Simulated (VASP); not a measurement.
# Ga2BAs3 (P6mm) in VASP: single point with PBE

Aim: the single point of Ga2BAs3 with PBE.

Program: VASP 6.6.1. These are calculated values, not measurements. Logs are shortened: lines on timing, memory, paths and dates and some standing lists are left out, and cuts for length are marked.

### 1 The cell of the first run

Symmetry: P6mm, No. 183, hexagonal system. Conventional cell: a = 4.555 Å, b = 4.555 Å, c = 9.471 Å, α = 90.00°, β = 90.00°, γ = 120.00°. Ga (site symmetry 6mm) has 1 B at 2.02 Å within 2.7 Å. Within 3.4 Å of Ga (site symmetry 6mm) lie 7 As at 2.60 to 3.16 Å and 1 Ga at 3.07 Å. Within 2.4 Å of B (site symmetry 6mm) lie 1 As at 1.79 Å and 1 Ga at 2.02 Å. As (site symmetry 3m) has 3 As at 2.63 Å and 6 Ga at 2.94 to 3.16 Å within 3.5 Å. Within 2.4 Å of As (site symmetry 6mm) lie 1 B at 1.79 Å.

The cell was generated, and may not be a known phase.

### 2 Single point, PBE

INCAR

```
SYSTEM = Ga2BAs3
  ALGO = Normal
  EDIFF = 1E-6
  ENCUT = 500
  GGA = PE
  GGA_COMPAT = .FALSE.
  ISIF = 2
  ISMEAR = 0
  LASPH = .TRUE.
  LCHARG = .FALSE.
  LREAL = .FALSE.
  LWAVE = .FALSE.
  NBANDS = 31
  NELM = 120
  PREC = Accurate
  SIGMA = 0.2
```

KPOINTS

```
k-points
0
G
  5 5 2
  0 0 0
```

POSCAR

```
Ga2BAs3
1.0
    4.5548767661     -0.0000000034      0.0000000000
   -2.2774383801      3.9446389922      0.0000000000
    0.0000000000      0.0000000000      9.4714650417
Ga B As
2 1 3
Direct
    0.0000000000      0.0000000000      0.7502322630
    0.0000000000      0.0000000000      0.4263171692
    0.0000000000      0.0000000000      0.9630308136
    0.3333333333      0.6666666667      0.6116577717
    0.6666666667      0.3333333333      0.6116577717
    0.0000000000      0.0000000000      0.1522923907
```

Potentials or basis: VASP PAW PBE potentials, release 64 (Ga_d, B, As).

Launch:

```console
> cat potpaw_PBE.64/Ga_d/POTCAR potpaw_PBE.64/B/POTCAR potpaw_PBE.64/As/POTCAR > POTCAR
> mpirun -np 1 vasp_std > vasp.out
```

OUTCAR:

```text
SYSTEM = Ga2BAs3
   EDIFF = 1E-6
   ENCUT = 500
   GGA = PE
   ISIF = 2
   ISMEAR = 0
   LASPH = .TRUE.
   LREAL = .FALSE.
   NELM = 120
   PREC = Accurate

 ion  position               nearest neighbor table
   1  0.000  0.000  0.750-   3 2.02
   2  0.000  0.000  0.426-   6 2.60
   3  0.000  0.000  0.963-   6 1.79   1 2.02
   4  0.333  0.667  0.612-   5 2.63   5 2.63   5 2.63
   5  0.667  0.333  0.612-   4 2.63   4 2.63   4 2.63
   6  0.000  0.000  0.152-   3 1.79   2 2.60

  LATTYP: Found a hexagonal cell.
 ALAT       =     4.5548767661
 C/A-ratio  =     2.0794119200

  Lattice vectors:

 A1 = (   4.5548767661,  -0.0000000034,   0.0000000000)
 A2 = (  -2.2774383801,   3.9446389922,   0.0000000000)
 A3 = (   0.0000000000,   0.0000000000,   9.4714650417)

Analysis of symmetry for initial positions (statically):
=====================================================================
 Subroutine PRICEL returns:
 Original cell was already a primitive cell.

 Routine SETGRP: Setting up the symmetry group for a
 hexagonal supercell.

 Subroutine GETGRP returns: Found 12 space group operations
 (whereof 12 operations were pure point group operations)
 out of a pool of 24 trial point group operations.

The static configuration has the point symmetry C_6v.

Analysis of symmetry for dynamics (positions and initial velocities):
=====================================================================
 Subroutine PRICEL returns:
 Original cell was already a primitive cell.

 Routine SETGRP: Setting up the symmetry group for a
 hexagonal supercell.

 Subroutine GETGRP returns: Found 12 space group operations
 (whereof 12 operations were pure point group operations)
 out of a pool of 24 trial point group operations.

The dynamic configuration has the point symmetry C_6v.

 Subroutine INISYM returns: Found 12 space group operations
 (whereof 12 operations are pure point group operations),
 and found     1 'primitive' translations

----------------------------------------------------------------------------------------

                                     Primitive cell

  volume of cell :     170.1771

  direct lattice vectors                    reciprocal lattice vectors
     4.554876766 -0.000000003  0.000000000     0.219544908  0.126754311  0.000000000
    -2.277438380  3.944638992  0.000000000     0.000000000  0.253508623  0.000000000
     0.000000000  0.000000000  9.471465042     0.000000000  0.000000000  0.105580287

  length of vectors
     4.554876766  4.554876766  9.471465042     0.253508623  0.253508623  0.105580287

  position of ions in fractional coordinates (direct lattice)
     0.000000000  0.000000000  0.750232263
     0.000000000  0.000000000  0.426317169
     0.000000000  0.000000000  0.963030814
     0.333333333  0.666666667  0.611657772
     0.666666667  0.333333333  0.611657772
     0.000000000  0.000000000  0.152292391

  ion indices of the primitive-cell ions
   primitive index   ion index
                 1           1
                 2           2
                 3           3
                 4           4
                 5           5
                 6           6

----------------------------------------------------------------------------------------

 KPOINTS: k-points

Automatic generation of k-mesh.
 Grid dimensions read from file:
 generate k-points for:    5    5    2

 Generating k-lattice:

  Cartesian coordinates                     Fractional coordinates (reciprocal lattice)
     0.043908982  0.025350862  0.000000000     0.200000000  0.000000000  0.000000000
     0.000000000  0.050701725  0.000000000     0.000000000  0.200000000  0.000000000
     0.000000000  0.000000000  0.052790144     0.000000000  0.000000000  0.500000000

  Length of vectors
     0.050701725  0.050701725  0.052790144

  Shift w.r.t. Gamma in fractional coordinates (k-lattice)
     0.000000000  0.000000000  0.000000000

 Subroutine IBZKPT returns following result:
 ===========================================

 Found     10 irreducible k-points:

 Following reciprocal coordinates:
            Coordinates               Weight
  0.000000  0.000000  0.000000      1.000000
  0.200000 -0.000000  0.000000      6.000000
  0.400000 -0.000000  0.000000      6.000000
  0.200000  0.200000  0.000000      6.000000
  0.400000  0.200000  0.000000      6.000000
  0.000000  0.000000  0.500000      1.000000
  0.200000 -0.000000  0.500000      6.000000
  0.400000 -0.000000  0.500000      6.000000
  0.200000  0.200000  0.500000      6.000000
  0.400000  0.200000  0.500000      6.000000
   k-points           NKPTS =     10   k-points in BZ     NKDIM =     10   number of bands    NBANDS=     31
   number of dos      NEDOS =    301   number of ions     NIONS =      6
   total plane-waves  NPLWV =  90720
   dimension x,y,z NGX =    36 NGY =   36 NGZ =   70
   dimension x,y,z NGXF=    72 NGYF=   72 NGZF=  140
   ions per type =               2   1   3
   NGX,Y,Z   is equivalent  to a cutoff of  13.14, 13.14, 12.29 a.u.
   NGXF,Y,Z  is equivalent  to a cutoff of  26.28, 26.28, 24.57 a.u.
 SYSTEM =  Ga2BAs3
   PREC   = accura    normal or accurate (medium, high low for compatibility)
   ISTART =      0    job   : 0-new  1-cont  2-samecut
   ICHARG =      2    charge: 1-file 2-atom 10-const
   ISPIN  =      1    spin polarized calculation?
   LNONCOLLINEAR =      F non collinear calculations
   LSORBIT =      F    spin-orbit coupling
   LASPH  =      T    aspherical Exc in radial PAW
   ENCUT  =  500.0 eV  36.75 Ry    6.06 a.u.   8.30  8.30 17.27*2*pi/ulx,y,z
   NELM   =    120;   NELMIN=  2; NELMDL= -5     # of ELM steps
   EDIFF  = 0.1E-05   stopping-criterion for ELM
   LREAL  =      F    real-space projection
   EDIFFG = 0.1E-04   stopping-criterion for IOM
   NSW    =      0    number of steps for IOM
   IBRION =     -1    ionic relax: 0-MD 1-quasi-New 2-CG
   NFREE  =      0    steps in history (QN), initial steepest desc. (CG)
   ISIF   =      2    stress and relaxation
   ISYM   =      2    0-nonsym 1-usesym 2-fastsym
   POTIM  = 0.5000    time-step for ionic-motion
   TEBEG  =    0.0;   TEEND  =   0.0 temperature during run
   PSTRESS=    0.0 pullay stress
   NELECT =      44.0000    total number of electrons
   NUPDOWN=      -1.0000    fix difference up-down
   EMIN   =  10.00;   EMAX   =-10.00  energy-range for DOS
   EFERMI =   0.00;   METHOD = LEGACY
   ISMEAR =     0;   SIGMA  =   0.20  broadening in eV -4-tet -1-fermi 0-gaus
   EFERMI_NEDOS =   21; number of points for ismear=-14 and -15
   IALGO  =     38    algorithm
   IMIX   =      4    mixing-type and parameters
     AMIX     =   0.40;   BMIX     =  1.00
     AMIX_MAG =   1.60;   BMIX_MAG =  1.00
  volume/ion in A,a.u.               =      28.36       191.40
  Fermi-wavevector in a.u.,A,eV,Ry     =   1.042939  1.970868 14.799339  1.087721
  Thomas-Fermi vector in A             =   2.177626
   LORBIT       =      0    0 simple, 1 ext, 2 COOP (PROOUT), +10 PAW based schemes
   GGA     = PE    functional components
   LHFCALC =     F    Hartree Fock is set to
   AEXX    =    0.0000 exact exchange contribution
   IVDW    =     0    specifies the selected vdW correction
   LEPSILON=     F    determine dielectric tensor
   LRPA    =     F    only Hartree local field effects (RPA)
 non-spin polarized calculation
 Gauss-broadening in eV      SIGMA  =   0.20
  energy-cutoff  :      500.00
  volume of cell :      170.18
 maximum number of plane-waves:      4342
 NGX is ok and might be reduce to    36
   NGX = 17   NGY = 17   NGZ = 35

 number of electron      43.9999988 magnetization

 Free energy of the ion-electron system (eV)
  ---------------------------------------------------
  ext. energy  EPLUGINS =         0.00000000
  ---------------------------------------------------
  free energy    TOTEN  =       -21.88885077 eV

  energy without entropy =      -21.81849626  energy(sigma->0) =      -21.85367351

 E-fermi :   1.4681     XC(G=0):  -8.0947

 val. band max:        1.3751498535   @ k =   0.4000  -0.0000   0.5000
 cond. band min:       1.4715064323   @ k =   0.2000  -0.0000   0.5000
 fundamental gap:      0.0963565788
 Fermi energy:         1.4680603819

 k-point     1 :       0.0000    0.0000    0.0000
  band No.  band energies     occupation
      1     -13.5305      2.00000
      2     -13.5167      2.00000
      3     -13.5167      2.00000
      4     -13.4496      2.00000
      5     -13.4496      2.00000
      6     -13.3455      2.00000
[... 23 lines left out ...]
     30       6.4439      0.00000
     31       6.4440      0.00000

 k-point     2 :       0.2000   -0.0000    0.0000
  band No.  band energies     occupation
      1     -13.5289      2.00000
      2     -13.5199      2.00000
      3     -13.5132      2.00000
      4     -13.4653      2.00000
      5     -13.4507      2.00000
      6     -13.3467      2.00000
[... 23 lines left out ...]
     30       6.5707      0.00000
     31       7.1399      0.00000

 k-point     3 :       0.4000   -0.0000    0.0000
  band No.  band energies     occupation
      1     -13.5295      2.00000
      2     -13.5227      2.00000
      3     -13.5074      2.00000
      4     -13.4823      2.00000
      5     -13.4527      2.00000
      6     -13.3489      2.00000
[... 23 lines left out ...]
     30       6.3086      0.00000
     31       6.7127      0.00000

 k-point     4 :       0.2000    0.2000    0.0000
  band No.  band energies     occupation
      1     -13.5267      2.00000
      2     -13.5231      2.00000
      3     -13.5122      2.00000
      4     -13.4753      2.00000
      5     -13.4545      2.00000
      6     -13.3471      2.00000
[... 159 lines left out ...]
     30       6.0929      0.00000
     31       7.3733      0.00000

 k-point     9 :       0.2000    0.2000    0.5000
  band No.  band energies     occupation
      1     -13.5259      2.00000
      2     -13.5231      2.00000
      3     -13.5121      2.00000
      4     -13.4752      2.00000
      5     -13.4545      2.00000
      6     -13.3471      2.00000
[... 23 lines left out ...]
     30       6.2024      0.00000
     31       6.9869      0.00000

 k-point    10 :       0.4000    0.2000    0.5000
  band No.  band energies     occupation
      1     -13.5266      2.00000
      2     -13.5222      2.00000
      3     -13.5146      2.00000
      4     -13.4751      2.00000
      5     -13.4587      2.00000
      6     -13.3471      2.00000
[... 23 lines left out ...]
     30       6.7230      0.00000
     31       7.3093      0.00000

------------------------ aborting loop because EDIFF is reached ----------------------------------------

  FORCE on cell =-STRESS in cart. coord.  units (eV):
  Direction    XX          YY          ZZ          XY          YZ          ZX
  --------------------------------------------------------------------------------------
  -------------------------------------------------------------------------------------
  Total        0.3224373      0.3224373      0.4740949      0.0000000      0.0000000     -0.0000000
  in kB        3.0356713      3.0356713      4.4634927      0.0000000      0.0000000     -0.0000000
  external PRESSURE =       3.5116118 kB  Pullay stress =       0.0000000 kB

 VOLUME and BASIS-vectors are now :
 -----------------------------------------------------------------------------
  energy-cutoff  :      500.00
  volume of cell :      170.18
      direct lattice vectors                 reciprocal lattice vectors
     4.554876766 -0.000000003  0.000000000     0.219544908  0.126754311  0.000000000
    -2.277438380  3.944638992  0.000000000     0.000000000  0.253508623  0.000000000
     0.000000000  0.000000000  9.471465042     0.000000000  0.000000000  0.105580287

 POSITION                                       TOTAL-FORCE (eV/Angst)
 -----------------------------------------------------------------------------------
      0.00000      0.00000      7.10580        -0.000000      0.000000      0.032554
      0.00000      0.00000      4.03785        -0.000000      0.000000      0.024283
      0.00000      0.00000      9.12131         0.000000     -0.000000     -0.158096
      0.00000      2.62976      5.79330         0.000000     -0.000000     -0.002315
      2.27744      1.31488      5.79330         0.000000     -0.000000     -0.002315
      0.00000      0.00000      1.44243         0.000000     -0.000000      0.105888
 -----------------------------------------------------------------------------------
    total drift:                                0.000000      0.000000     -0.000089

  FREE ENERGIE OF THE ION-ELECTRON SYSTEM (eV)
  ---------------------------------------------------
  free  energy   TOTEN  =       -21.8888507675 eV

  energy  without entropy=      -21.8184962588  energy(sigma->0) =      -21.85367351
```

Run time: 2.5 min. Hardware: 1 thread of Intel Xeon 8259CL, shared host; peak memory 0.27 GiB.

Results:

```yaml
Free_energy: -21.8889 eV
Pressure: 0.4 GPa
Largest_force: 0.158 eV/Å
Band_gap_on_the_k_mesh: zero (bands 22 and 23 overlap by 0.58 eV)
```

Forces on the atoms (eV/Å):
```
Ga   0.000  0.000  0.033
Ga   0.000  0.000  0.024
B    0.000  0.000 -0.158
As   0.000  0.000 -0.002
As   0.000  0.000 -0.002
As   0.000  0.000  0.106
```

Stress tensor (GPa, compression positive):
```
0.30 0.00 0.00
0.00 0.30 0.00
0.00 0.00 0.45
```

Caveat: semilocal functionals underestimate gaps, and a narrow one can read as zero.

The gap in the log of VASP goes by the Fermi energy; the results here count the filled bands.